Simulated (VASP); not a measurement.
# Au (R-3m) in VASP: single point with r2SCAN

Aim: the single point of Au with r2SCAN.

Everything below comes from runs of VASP 6.6.1. Logs are shortened: lines on timing, memory, paths and dates and some standing lists are left out, and cuts for length are marked.

## 1. The cell of the first run

Symmetry: R-3m, No. 166, trigonal system. The conventional cell has a = 2.820 Å, b = 2.820 Å, c = 7.459 Å, α = 90.00°, β = 90.00°, γ = 120.00°. Within 3.7 Å of Au (site symmetry -3m) lie 12 Au at 2.82 to 2.97 Å.

## 2. Single point, r2SCAN

POSCAR

```
Au
1.0
    0.1063302806      2.1000230418      2.1000230418
    2.1000230418      0.1063302806      2.1000230418
    2.1000230418      2.1000230418      0.1063302806
Au
1
Direct
    0.0000000000      0.0000000000      0.0000000000
```

INCAR.step1

```
SYSTEM = Au
PREC     = Accurate       ! precision mode
ENCUT    = 520            ! plane-wave cutoff, eV
ISMEAR   = 0              ! smearing method
SIGMA    = 0.15           ! smearing width, eV
LREAL    = .FALSE.        ! projectors in reciprocal space
LASPH    = .TRUE.         ! aspherical terms in the spheres
NELM     = 60             ! most SCF steps
NBANDS   = 12             ! bands
GGA      = PE             ! functional
ALGO     = Normal         ! electronic algorithm
EDIFF    = 1E-4           ! SCF threshold, eV
LWAVE    = .TRUE.         ! write WAVECAR
LCHARG   = .FALSE.        ! write CHGCAR
```

INCAR.step2

```
SYSTEM = Au
PREC     = Accurate       ! precision mode
ENCUT    = 520            ! plane-wave cutoff, eV
EDIFF    = 1E-7           ! SCF threshold, eV
ISMEAR   = 0              ! smearing method
SIGMA    = 0.15           ! smearing width, eV
LREAL    = .FALSE.        ! projectors in reciprocal space
LASPH    = .TRUE.         ! aspherical terms in the spheres
NELM     = 60             ! most SCF steps
ALGO     = Normal         ! electronic algorithm
ISIF     = 2              ! what is computed and relaxed
LWAVE    = .FALSE.        ! write WAVECAR
LCHARG   = .FALSE.        ! write CHGCAR
METAGGA  = R2SCAN         ! meta-GGA
LMIXTAU  = .TRUE.       
NBANDS   = 12             ! bands
ISTART   = 1
```

KPOINTS

```
regular mesh
0
G
  22 22 22
  0 0 0
```

Potentials or basis: VASP PAW PBE potentials, release 64 (Au).

Command:

```console
$ cat potpaw_PBE.64/Au/POTCAR > POTCAR
$ cp INCAR.step1 INCAR
$ mpirun -np 1 vasp_std > vasp.out
$ cp INCAR.step2 INCAR
$ mpirun -np 1 vasp_std > vasp.out
```

OUTCAR:

```text
SYSTEM = Au
   PREC = Accurate
   ENCUT = 520
   EDIFF = 1E-7
   ISMEAR = 0
   LREAL = .FALSE.
   LASPH = .TRUE.
   NELM = 60
   ISIF = 2
   METAGGA = R2SCAN
   ISTART = 1

 ion  position               nearest neighbor table
   1  0.000  0.000  0.000-

  LATTYP: Found a trigonal (rhomboedric) cell.
 ALAT       =     2.9717839223
 COS(alpha) =     0.5499279885

  Lattice vectors:

 A1 = (   0.1063302806,   2.1000230418,   2.1000230418)
 A2 = (   2.1000230418,   0.1063302806,   2.1000230418)
 A3 = (   2.1000230418,   2.1000230418,   0.1063302806)

Analysis of symmetry for initial positions (statically):
=====================================================================
 Subroutine PRICEL returns:
 Original cell was already a primitive cell.

 Routine SETGRP: Setting up the symmetry group for a
 trigonal (rhombohedral) supercell.

 Subroutine GETGRP returns: Found 12 space group operations
 (whereof 12 operations were pure point group operations)
 out of a pool of 12 trial point group operations.

The static configuration has the point symmetry D_3d.

Analysis of symmetry for dynamics (positions and initial velocities):
=====================================================================
 Subroutine PRICEL returns:
 Original cell was already a primitive cell.

 Routine SETGRP: Setting up the symmetry group for a
 trigonal (rhombohedral) supercell.

 Subroutine GETGRP returns: Found 12 space group operations
 (whereof 12 operations were pure point group operations)
 out of a pool of 12 trial point group operations.

The dynamic configuration has the point symmetry D_3d.

 Subroutine INISYM returns: Found 12 space group operations
 (whereof 12 operations are pure point group operations),
 and found     1 'primitive' translations

----------------------------------------------------------------------------------------

                                     Primitive cell

  volume of cell :      17.1170

  direct lattice vectors                    reciprocal lattice vectors
     0.106330281  2.100023042  2.100023042    -0.256983267  0.244598531  0.244598531
     2.100023042  0.106330281  2.100023042     0.244598531 -0.256983267  0.244598531
     2.100023042  2.100023042  0.106330281     0.244598531  0.244598531 -0.256983267

  length of vectors
     2.971783922  2.971783922  2.971783922     0.430926075  0.430926075  0.430926075

  position of ions in fractional coordinates (direct lattice)
     0.000000000  0.000000000  0.000000000

  ion indices of the primitive-cell ions
   primitive index   ion index
                 1           1

----------------------------------------------------------------------------------------

 KPOINTS: regular mesh

Automatic generation of k-mesh.
 Grid dimensions read from file:
 generate k-points for:   22   22   22

 Generating k-lattice:

  Cartesian coordinates                     Fractional coordinates (reciprocal lattice)
    -0.011681058  0.011118115  0.011118115     0.045454545  0.000000000  0.000000000
     0.011118115 -0.011681058  0.011118115     0.000000000  0.045454545  0.000000000
     0.011118115  0.011118115 -0.011681058     0.000000000  0.000000000  0.045454545

  Length of vectors
     0.019587549  0.019587549  0.019587549

  Shift w.r.t. Gamma in fractional coordinates (k-lattice)
     0.000000000  0.000000000  0.000000000

 Subroutine IBZKPT returns following result:
 ===========================================

 Found   1024 irreducible k-points:

 Following reciprocal coordinates:
            Coordinates               Weight
  0.000000  0.000000  0.000000      1.000000
  0.045455  0.000000  0.000000      6.000000
  0.090909  0.000000  0.000000      6.000000
  0.136364  0.000000  0.000000      6.000000
  0.181818  0.000000 -0.000000      6.000000
  0.227273  0.000000  0.000000      6.000000
[... 16 lines left out ...]
  0.500000  0.045455  0.000000     12.000000
 -0.454545  0.045455  0.000000     12.000000
 [... further k-points ...]
   k-points           NKPTS =   1024   k-points in BZ     NKDIM =   1024   number of bands    NBANDS=     12
   number of dos      NEDOS =    301   number of ions     NIONS =      1
   total plane-waves  NPLWV =  13824
   dimension x,y,z NGX =    24 NGY =   24 NGZ =   24
   dimension x,y,z NGXF=    48 NGYF=   48 NGZF=   48
   ions per type =               1
   NGX,Y,Z   is equivalent  to a cutoff of  13.43, 13.43, 13.43 a.u.
   NGXF,Y,Z  is equivalent  to a cutoff of  26.85, 26.85, 26.85 a.u.
 SYSTEM =  Au
   PREC   = accura    normal or accurate (medium, high low for compatibility)
   ISTART =      1    job   : 0-new  1-cont  2-samecut
   ICHARG =      0    charge: 1-file 2-atom 10-const
   ISPIN  =      1    spin polarized calculation?
   LNONCOLLINEAR =      F non collinear calculations
   LSORBIT =      F    spin-orbit coupling
   LASPH  =      T    aspherical Exc in radial PAW
   ENCUT  =  520.0 eV  38.22 Ry    6.18 a.u.   5.53  5.53  5.53*2*pi/ulx,y,z
   NELM   =     60;   NELMIN=  2; NELMDL=  0     # of ELM steps
   EDIFF  = 0.1E-06   stopping-criterion for ELM
   LREAL  =      F    real-space projection
   EDIFFG = 0.1E-05   stopping-criterion for IOM
   NSW    =      0    number of steps for IOM
   IBRION =     -1    ionic relax: 0-MD 1-quasi-New 2-CG
   NFREE  =      0    steps in history (QN), initial steepest desc. (CG)
   ISIF   =      2    stress and relaxation
   ISYM   =      2    0-nonsym 1-usesym 2-fastsym
   POTIM  = 0.5000    time-step for ionic-motion
   TEBEG  =    0.0;   TEEND  =   0.0 temperature during run
   PSTRESS=    0.0 pullay stress
   NELECT =      11.0000    total number of electrons
   NUPDOWN=      -1.0000    fix difference up-down
   EMIN   =  10.00;   EMAX   =-10.00  energy-range for DOS
   EFERMI =   0.00;   METHOD = LEGACY
   ISMEAR =     0;   SIGMA  =   0.15  broadening in eV -4-tet -1-fermi 0-gaus
   EFERMI_NEDOS =   21; number of points for ismear=-14 and -15
   IALGO  =     38    algorithm
   IMIX   =      4    mixing-type and parameters
     AMIX     =   0.40;   BMIX     =  1.00
     AMIX_MAG =   1.60;   BMIX_MAG =  1.00
  volume/ion in A,a.u.               =      17.12       115.51
  Fermi-wavevector in a.u.,A,eV,Ry     =   1.412742  2.669696 27.155058  1.995840
  Thomas-Fermi vector in A             =   2.534459
   LORBIT       =      0    0 simple, 1 ext, 2 COOP (PROOUT), +10 PAW based schemes
   METAGGA = R2SCAN    functional components
   LHFCALC =     F    Hartree Fock is set to
   AEXX    =    0.0000 exact exchange contribution
   IVDW    =     0    specifies the selected vdW correction
   LEPSILON=     F    determine dielectric tensor
   LRPA    =     F    only Hartree local field effects (RPA)
 non-spin polarized calculation
 Gauss-broadening in eV      SIGMA  =   0.15
  energy-cutoff  :      520.00
  volume of cell :       17.12
 maximum number of plane-waves:       472
 NGX is ok and might be reduce to    24
   NGX = 11   NGY = 11   NGZ = 11

 number of electron      11.0000001 magnetization

 Free energy of the ion-electron system (eV)
  ---------------------------------------------------
  ext. energy  EPLUGINS =         0.00000000
  ---------------------------------------------------
  free energy    TOTEN  =       -50.57355105 eV

  energy without entropy =      -50.56962448  energy(sigma->0) =      -50.57158776

 E-fermi :   9.3118     XC(G=0): -13.5912

 val. band max:        9.3080038677   @ k =  -0.3182   0.1818   0.0455
 cond. band min:       9.3196250189   @ k =  -0.3182   0.1818  -0.0000
 fundamental gap:      0.0116211512
 Fermi energy:         9.3118127204

 k-point     1 :       0.0000    0.0000    0.0000
  band No.  band energies     occupation
      1      -0.8041      2.00000
      2       3.8659      2.00000
      3       4.4630      2.00000
      4       4.4630      2.00000
      5       5.9250      2.00000
      6       5.9250      2.00000
      7      24.2503      0.00000
      8      27.2341      0.00000
      9      29.5905      0.00000
     10      29.5905      0.00000
     11      33.6785      0.00000
     12      37.0095      0.00000

 k-point     2 :       0.0455    0.0000    0.0000
  band No.  band energies     occupation
      1      -0.7250      2.00000
      2       3.8920      2.00000
      3       4.4339      2.00000
      4       4.5026      2.00000
      5       5.9041      2.00000
      6       5.9074      2.00000
      7      24.3539      0.00000
      8      27.2576      0.00000
      9      29.0899      0.00000
     10      29.6652      0.00000
     11      34.0716      0.00000
     12      36.7829      0.00000

 k-point     3 :       0.0909    0.0000    0.0000
  band No.  band energies     occupation
      1      -0.4918      2.00000
      2       3.9643      2.00000
      3       4.3555      2.00000
      4       4.6163      2.00000
      5       5.8497      2.00000
      6       5.8603      2.00000
      7      24.6429      0.00000
      8      26.9962      0.00000
      9      28.3686      0.00000
     10      29.8783      0.00000
     11      34.3267      0.00000
     12      35.6314      0.00000

 k-point     4 :       0.1364    0.0000    0.0000
  band No.  band energies     occupation
      1      -0.1190      2.00000
      2       4.0614      2.00000
      3       4.2560      2.00000
      4       4.7847      2.00000
      5       5.7868      2.00000
      6       5.8039      2.00000
      7      25.0443      0.00000
      8      25.8097      0.00000
      9      28.4463      0.00000
     10      30.1921      0.00000
     11      33.4707      0.00000
     12      34.4642      0.00000

 k-point     5 :       0.1818    0.0000   -0.0000
  band No.  band energies     occupation
      1       0.3617      2.00000
      2       4.1264      2.00000
      3       4.2044      2.00000
      4       4.9575      2.00000
      5       5.7573      2.00000
      6       5.7884      2.00000
      7      24.2105      0.00000
      8      25.4190      0.00000
      9      28.7982      0.00000
     10      30.5216      0.00000
     11      32.4540      0.00000
     12      33.4683      0.00000
[... 228 lines left out ...]
      1       1.8102      2.00000
      2       3.9713      2.00000
      3       4.7491      2.00000
      4       6.1440      2.00000
      5       6.7076      2.00000
      6       7.3918      2.00000
      7      15.6241      0.00000
      8      24.1896      0.00000
      9      26.5814      0.00000
     10      28.1691      0.00000
     11      33.5606      0.00000
     12      34.6606      0.00000

 k-point    22 :       0.4545    0.0455    0.0000
  band No.  band energies     occupation
      1       1.7999      2.00000
      2       3.9056      2.00000
      3       4.6869      2.00000
      4       6.6180      2.00000
      5       6.9603      2.00000
      6       8.2044      2.00000
      7      14.0022      0.00000
      8      23.9276      0.00000
      9      26.2735      0.00000
     10      27.5000      0.00000
     11      33.9649      0.00000
     12      34.9426      0.00000

 k-point    23 :       0.5000    0.0455    0.0000
  band No.  band energies     occupation
      1       1.7871      2.00000
      2       3.8747      2.00000
      3       4.6580      2.00000
      4       6.7419      2.00000
      5       7.1209      2.00000
      6       8.9780      1.99835
      7      12.9248      0.00000
      8      23.8138      0.00000
      9      26.1636      0.00000
     10      27.1389      0.00000
     11      34.1803      0.00000
     12      35.0295      0.00000

 k-point    24 :      -0.4545    0.0455    0.0000
  band No.  band energies     occupation
      1       1.7885      2.00000
      2       3.8830      2.00000
      3       4.6652      2.00000
      4       6.6818      2.00000
      5       7.0964      2.00000
      6       8.8637      1.99998
      7      13.1263      0.00000
      8      23.8607      0.00000
      9      26.2497      0.00000
     10      27.1493      0.00000
     11      34.0998      0.00000
     12      34.9759      0.00000

 [... further k-points ...]
[... 5 lines left out ...]
  --------------------------------------------------------------------------------------
  -------------------------------------------------------------------------------------
  Total        0.5853325      0.5853325      0.5853325     -0.2066200     -0.2066200     -0.2066200
  in kB       54.7879131     54.7879131     54.7879131    -19.3399108    -19.3399108    -19.3399108
  external PRESSURE =      54.7879131 kB  Pullay stress =       0.0000000 kB

 VOLUME and BASIS-vectors are now :
 -----------------------------------------------------------------------------
  energy-cutoff  :      520.00
  volume of cell :       17.12
      direct lattice vectors                 reciprocal lattice vectors
     0.106330281  2.100023042  2.100023042    -0.256983267  0.244598531  0.244598531
     2.100023042  0.106330281  2.100023042     0.244598531 -0.256983267  0.244598531
     2.100023042  2.100023042  0.106330281     0.244598531  0.244598531 -0.256983267

 POSITION                                       TOTAL-FORCE (eV/Angst)
 -----------------------------------------------------------------------------------
      0.00000      0.00000      0.00000        -0.000000      0.000000      0.000000
 -----------------------------------------------------------------------------------
    total drift:                               -0.000000      0.000000     -0.000000

  FREE ENERGIE OF THE ION-ELECTRON SYSTEM (eV)
  ---------------------------------------------------
  free  energy   TOTEN  =       -50.5735510453 eV

  energy  without entropy=      -50.5696244781  energy(sigma->0) =      -50.57158776
```

It took 3.6 min on 1 thread of Intel Xeon 6975P-C (Granite Rapids), shared host; peak memory 0.32 GiB.

What came out:

```yaml
Free_energy: -50.5736 eV
Pressure: 5.5 GPa
```

Stress tensor (GPa, compression positive):
```
 5.48 -1.93 -1.93
-1.93  5.48 -1.93
-1.93 -1.93  5.48
```

Levels at points of the mesh, in eV from the Fermi level:
```csv
k point,band 3,band 4,band 5,band 6,band 7,band 8,band 9,band 10
"(0.00, 0.00, 0.00)",-4.85,-4.85,-3.39,-3.39,14.94,17.92,20.28,20.28
"(0.50, 0.00, 0.00)",-4.63,-2.48,-1.93,-0.64,3.52,14.42,17.05,18.07
"(0.50, 0.50, 0.00)",-2.39,-1.92,-1.78,1.17,5.99,9.56,11.45,17.75
"(0.50, 0.50, 0.50)",-5.00,-2.34,-2.34,-1.34,2.05,15.34,19.13,19.13
```

Caveat: the PAW data sets were made with another functional, which shifts forces and pressure a little; spin-orbit coupling is left out, which moves the levels of the heavy elements.
